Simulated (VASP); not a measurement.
# Ir (P4/mmm) in VASP: single point with LDA

Aim: the single point of Ir with LDA.

All numbers are computed with VASP 6.6.1; they aren't measurements. Logs are shortened: lines on timing, memory, paths and dates and some standing lists are left out, and cuts for length are marked.

### Step 1. The cell of the first run

The structure is tetragonal, space group P4/mmm (No. 123). The conventional cell has a = 2.782 Å, b = 2.782 Å, c = 5.704 Å, α = 90.00°, β = 90.00°, γ = 90.00°. Ir (site symmetry 4/mmm) has 4 Ir at 2.78 Å within 3.7 Å.

### Step 2. Single point, LDA

INCAR

```
SYSTEM = Ir
ALGO = Normal
EDIFF = 1E-6
ENCUT = 520
GGA = CA
ISIF = 2
ISMEAR = 0
LASPH = .True.
LCHARG = .False.
LREAL = .False.
LWAVE = .False.
NBANDS = 16
NELM = 100
PREC = Accurate
SIGMA = 0.1
```

KPOINTS

```
k-points
0
Gamma
  8 8 8
  0 0 0
```

POSCAR

```
Ir
1.0
   -1.9675000000      1.9675000000      5.7035000000
    1.9675000000     -1.9675000000      5.7035000000
    1.9675000000      1.9675000000     -5.7035000000
Ir
2
Direct
    0.7500000000      0.2500000000      0.5000000000
    0.2500000000      0.7500000000      0.5000000000
```

Potentials or basis: VASP PAW LDA potentials, release 64 (Ir).

Launch:

```
> cat potpaw_LDA.64/Ir/POTCAR > POTCAR
> mpirun -np 1 vasp_std > vasp.out
```

OUTCAR:

```text
SYSTEM = Ir
   EDIFF = 1E-6
   ENCUT = 520
   GGA = CA
   ISIF = 2
   ISMEAR = 0
   LASPH = .True.
   LREAL = .False.
   NELM = 100
   PREC = Accurate

 ion  position               nearest neighbor table
   1  0.750  0.250  0.500-   2 2.78   2 2.78   2 2.78   2 2.78
   2  0.250  0.750  0.500-   1 2.78   1 2.78   1 2.78   1 2.78

  LATTYP: Found a body centered tetragonal cell.
 ALAT       =     3.9350000000
 C/A-ratio  =     2.8988564168

  Lattice vectors:

 A1 = (  -1.9675000000,   1.9675000000,   5.7035000000)
 A2 = (   1.9675000000,  -1.9675000000,   5.7035000000)
 A3 = (   1.9675000000,   1.9675000000,  -5.7035000000)

Analysis of symmetry for initial positions (statically):
=====================================================================
 Subroutine PRICEL returns following result:

  LATTYP: Found a simple tetragonal cell.
 ALAT       =     2.7824651840
 C/A-ratio  =     2.0498010300

  Lattice vectors:

 A1 = (  -1.9675000000,   1.9675000000,   0.0000000000)
 A2 = (   1.9675000000,   1.9675000000,   0.0000000000)
 A3 = (   0.0000000000,   0.0000000000,  -5.7035000000)

   2 primitive cells build up your supercell.

 Routine SETGRP: Setting up the symmetry group for a
 body centered tetragonal supercell.

 Subroutine GETGRP returns: Found 16 space group operations
 (whereof 16 operations were pure point group operations)
 out of a pool of 16 trial point group operations.

The static configuration has the point symmetry D_4h.

Analysis of symmetry for dynamics (positions and initial velocities):
=====================================================================
 Subroutine PRICEL returns following result:

  LATTYP: Found a simple tetragonal cell.
 ALAT       =     2.7824651840
 C/A-ratio  =     2.0498010300

  Lattice vectors:

 A1 = (  -1.9675000000,   1.9675000000,   0.0000000000)
 A2 = (   1.9675000000,   1.9675000000,   0.0000000000)
 A3 = (   0.0000000000,   0.0000000000,  -5.7035000000)

   2 primitive cells build up your supercell.

 Routine SETGRP: Setting up the symmetry group for a
 body centered tetragonal supercell.

 Subroutine GETGRP returns: Found 16 space group operations
 (whereof 16 operations were pure point group operations)
 out of a pool of 16 trial point group operations.

The dynamic configuration has the point symmetry D_4h.

 Subroutine INISYM returns: Found 16 space group operations
 (whereof 16 operations are pure point group operations),
 and found     2 'primitive' translations

----------------------------------------------------------------------------------------

                                     Primitive cell

  volume of cell :      44.1571

  direct lattice vectors                    reciprocal lattice vectors
    -1.967500000  1.967500000  0.000000000    -0.254129606  0.254129606  0.000000000
     1.967500000  1.967500000  0.000000000     0.254129606  0.254129606  0.000000000
     0.000000000  0.000000000 -5.703500000     0.000000000  0.000000000 -0.175330937

  length of vectors
     2.782465184  2.782465184  5.703500000     0.359393536  0.359393536  0.175330937

  position of ions in fractional coordinates (direct lattice)
     0.500000000  0.500000000  0.500000000

  ion indices of the primitive-cell ions
   primitive index   ion index
                 1           1

----------------------------------------------------------------------------------------

 KPOINTS: k-points

Automatic generation of k-mesh.
 Grid dimensions read from file:
 generate k-points for:    8    8    8

 Generating k-lattice:

  Cartesian coordinates                     Fractional coordinates (reciprocal lattice)
     0.000000000  0.031766201  0.010958184     0.125000000  0.000000000 -0.000000000
     0.031766201  0.000000000  0.010958184     0.000000000  0.125000000 -0.000000000
     0.031766201  0.031766201  0.000000000     0.000000000  0.000000000  0.125000000

  Length of vectors
     0.033603174  0.033603174  0.044924192

  Shift w.r.t. Gamma in fractional coordinates (k-lattice)
     0.000000000  0.000000000  0.000000000

 Subroutine IBZKPT returns following result:
 ===========================================

 Found     59 irreducible k-points:

 Following reciprocal coordinates:
            Coordinates               Weight
  0.000000  0.000000  0.000000      1.000000
  0.125000  0.000000 -0.000000      8.000000
  0.250000  0.000000 -0.000000      8.000000
  0.375000  0.000000  0.000000      8.000000
  0.500000  0.000000 -0.000000      4.000000
  0.125000  0.125000 -0.000000      8.000000
[... 16 lines left out ...]
  0.250000  0.125000  0.125000     16.000000
  0.375000  0.125000  0.125000      8.000000
 [... further k-points ...]
   k-points           NKPTS =     59   k-points in BZ     NKDIM =     59   number of bands    NBANDS=     16
   number of dos      NEDOS =    301   number of ions     NIONS =      2
   total plane-waves  NPLWV = 110592
   dimension x,y,z NGX =    48 NGY =   48 NGZ =   48
   dimension x,y,z NGXF=    96 NGYF=   96 NGZF=   96
   ions per type =               2
   NGX,Y,Z   is equivalent  to a cutoff of  12.57, 12.57, 12.57 a.u.
   NGXF,Y,Z  is equivalent  to a cutoff of  25.15, 25.15, 25.15 a.u.
 SYSTEM =  Ir
   PREC   = accura    normal or accurate (medium, high low for compatibility)
   ISTART =      0    job   : 0-new  1-cont  2-samecut
   ICHARG =      2    charge: 1-file 2-atom 10-const
   ISPIN  =      1    spin polarized calculation?
   LNONCOLLINEAR =      F non collinear calculations
   LSORBIT =      F    spin-orbit coupling
   LASPH  =      T    aspherical Exc in radial PAW
   ENCUT  =  520.0 eV  38.22 Ry    6.18 a.u.  11.80 11.80 11.80*2*pi/ulx,y,z
   NELM   =    100;   NELMIN=  2; NELMDL= -5     # of ELM steps
   EDIFF  = 0.1E-05   stopping-criterion for ELM
   LREAL  =      F    real-space projection
   EDIFFG = 0.1E-04   stopping-criterion for IOM
   NSW    =      0    number of steps for IOM
   IBRION =     -1    ionic relax: 0-MD 1-quasi-New 2-CG
   NFREE  =      0    steps in history (QN), initial steepest desc. (CG)
   ISIF   =      2    stress and relaxation
   ISYM   =      2    0-nonsym 1-usesym 2-fastsym
   POTIM  = 0.5000    time-step for ionic-motion
   TEBEG  =    0.0;   TEEND  =   0.0 temperature during run
   PSTRESS=    0.0 pullay stress
   NELECT =      18.0000    total number of electrons
   NUPDOWN=      -1.0000    fix difference up-down
   EMIN   =  10.00;   EMAX   =-10.00  energy-range for DOS
   EFERMI =   0.00;   METHOD = LEGACY
   ISMEAR =     0;   SIGMA  =   0.10  broadening in eV -4-tet -1-fermi 0-gaus
   EFERMI_NEDOS =   21; number of points for ismear=-14 and -15
   IALGO  =     38    algorithm
   IMIX   =      4    mixing-type and parameters
     AMIX     =   0.40;   BMIX     =  1.00
     AMIX_MAG =   1.60;   BMIX_MAG =  1.00
  volume/ion in A,a.u.               =      44.16       297.99
  Fermi-wavevector in a.u.,A,eV,Ry     =   0.963434  1.820627 12.629000  0.928205
  Thomas-Fermi vector in A             =   2.092979
   LORBIT       =      0    0 simple, 1 ext, 2 COOP (PROOUT), +10 PAW based schemes
   GGA     = CA    functional components
   LHFCALC =     F    Hartree Fock is set to
   AEXX    =    0.0000 exact exchange contribution
   IVDW    =     0    specifies the selected vdW correction
   LEPSILON=     F    determine dielectric tensor
   LRPA    =     F    only Hartree local field effects (RPA)
 non-spin polarized calculation
 Gauss-broadening in eV      SIGMA  =   0.10
  energy-cutoff  :      520.00
  volume of cell :       88.31
 maximum number of plane-waves:      2422
   NGX = 23   NGY = 23   NGZ = 23

 number of electron      18.0000000 magnetization

 Free energy of the ion-electron system (eV)
  ---------------------------------------------------
  ext. energy  EPLUGINS =         0.00000000
  ---------------------------------------------------
  free energy    TOTEN  =       -12.97755146 eV

  energy without entropy =      -12.93869951  energy(sigma->0) =      -12.95812548

 E-fermi :  -1.2882     XC(G=0):  -7.6081

 val. band max:       -1.2888935376   @ k =  -0.2500   0.2500   0.0000
 cond. band min:      -1.2873242325   @ k =  -0.3750   0.5000   0.3750
 fundamental gap:      0.0015693050
 Fermi energy:        -1.2882012368

 k-point     1 :       0.0000    0.0000    0.0000
  band No.  band energies     occupation
      1      -6.7068      2.00000
      2      -5.1018      2.00000
      3      -5.0628      2.00000
      4      -3.0047      2.00000
      5      -3.0047      2.00000
      6      -2.6849      2.00000
[... 8 lines left out ...]
     15       5.3788      0.00000
     16       8.2505      0.00000

 k-point     2 :       0.1250    0.0000   -0.0000
  band No.  band energies     occupation
      1      -6.4844      2.00000
      2      -4.9673      2.00000
      3      -4.9164      2.00000
      4      -2.9943      2.00000
      5      -2.9365      2.00000
      6      -2.6140      2.00000
[... 8 lines left out ...]
     15       5.9866      0.00000
     16       8.7273      0.00000

 k-point     3 :       0.2500    0.0000   -0.0000
  band No.  band energies     occupation
      1      -5.8344      2.00000
      2      -4.5669      2.00000
      3      -4.5075      2.00000
      4      -2.9486      2.00000
      5      -2.7387      2.00000
      6      -2.4162      2.00000
[... 8 lines left out ...]
     15       7.1715      0.00000
     16       7.4557      0.00000

 k-point     4 :       0.3750    0.0000    0.0000
  band No.  band energies     occupation
      1      -4.8360      2.00000
      2      -3.9699      2.00000
      3      -3.9107      2.00000
      4      -2.8319      2.00000
      5      -2.4322      2.00000
      6      -2.2598      2.00000
[... 8 lines left out ...]
     15       7.4998      0.00000
     16       9.0878      0.00000
[... 324 lines left out ...]
 k-point    22 :       0.1250    0.1250    0.1250
  band No.  band energies     occupation
      1      -5.5635      2.00000
      2      -3.9380      2.00000
      3      -3.5789      2.00000
      4      -3.3506      2.00000
      5      -2.6398      2.00000
      6      -2.5914      2.00000
[... 8 lines left out ...]
     15       6.7806      0.00000
     16       6.9189      0.00000

 k-point    23 :       0.2500    0.1250    0.1250
  band No.  band energies     occupation
      1      -5.1395      2.00000
      2      -3.6891      2.00000
      3      -3.4077      2.00000
      4      -3.2308      2.00000
      5      -3.0505      2.00000
      6      -2.5847      2.00000
[... 8 lines left out ...]
     15       5.9683      0.00000
     16       7.4048      0.00000

 k-point    24 :       0.3750    0.1250    0.1250
  band No.  band energies     occupation
      1      -4.4985      2.00000
      2      -4.4985      2.00000
      3      -3.3103      2.00000
      4      -3.3103      2.00000
      5      -2.5988      2.00000
      6      -2.5988      2.00000
[... 8 lines left out ...]
     15       6.1561      0.00000
     16       6.1561      0.00000

 [... further k-points ...]

------------------------ aborting loop because EDIFF is reached ----------------------------------------

  FORCE on cell =-STRESS in cart. coord.  units (eV):
  Direction    XX          YY          ZZ          XY          YZ          ZX
  --------------------------------------------------------------------------------------
  -------------------------------------------------------------------------------------
  Total      -15.3971694    -15.3971694     -0.2166387      0.0000000      0.0000000      0.0000000
  in kB     -279.3319105   -279.3319105     -3.9302100      0.0000000      0.0000000      0.0000000
  external PRESSURE =    -187.5313437 kB  Pullay stress =       0.0000000 kB

 VOLUME and BASIS-vectors are now :
 -----------------------------------------------------------------------------
  energy-cutoff  :      520.00
  volume of cell :       88.31
      direct lattice vectors                 reciprocal lattice vectors
    -1.967500000  1.967500000  5.703500000     0.000000000  0.254129606  0.087665469
     1.967500000 -1.967500000  5.703500000     0.254129606  0.000000000  0.087665469
     1.967500000  1.967500000 -5.703500000     0.254129606  0.254129606  0.000000000

 POSITION                                       TOTAL-FORCE (eV/Angst)
 -----------------------------------------------------------------------------------
      0.00000      1.96750      2.85175         0.000000     -0.000000      0.000000
      1.96750      0.00000      2.85175        -0.000000      0.000000     -0.000000
 -----------------------------------------------------------------------------------
    total drift:                               -0.000000      0.000000      0.000000

  FREE ENERGIE OF THE ION-ELECTRON SYSTEM (eV)
  ---------------------------------------------------
  free  energy   TOTEN  =       -12.9775514575 eV

  energy  without entropy=      -12.9386995111  energy(sigma->0) =      -12.95812548
```

Run time: 2.8 min. Hardware: 1 thread of Intel Xeon 8259CL, shared host; peak memory 0.29 GiB.

What came out:

```yaml
Free_energy: -12.9776 eV
Pressure: -18.8 GPa
Band_gap_on_the_k_mesh: zero (bands 9 and 10 overlap by 1.29 eV)
```

Levels at points of the mesh, in eV from the Fermi level:
```tsv
k point	band 6	band 7	band 8	band 9	band 10	band 11	band 12	band 13
(0.00, 0.00, 0.00)	-1.40	0.20	0.34	0.34	1.06	2.43	2.88	6.57
(0.50, 0.00, 0.00)	-1.32	-0.76	-0.76	-0.69	-0.69	-0.26	-0.26	5.87
(0.50, 0.50, 0.00)	-0.67	-0.39	-0.30	0.59	0.60	1.91	2.03	4.75
(0.50, 0.50, 0.50)	-1.15	0.17	0.34	0.34	1.06	1.62	2.43	6.45
```

Caveat: the cell stands under tension; spin-orbit coupling is left out, which moves the levels of the heavy elements.
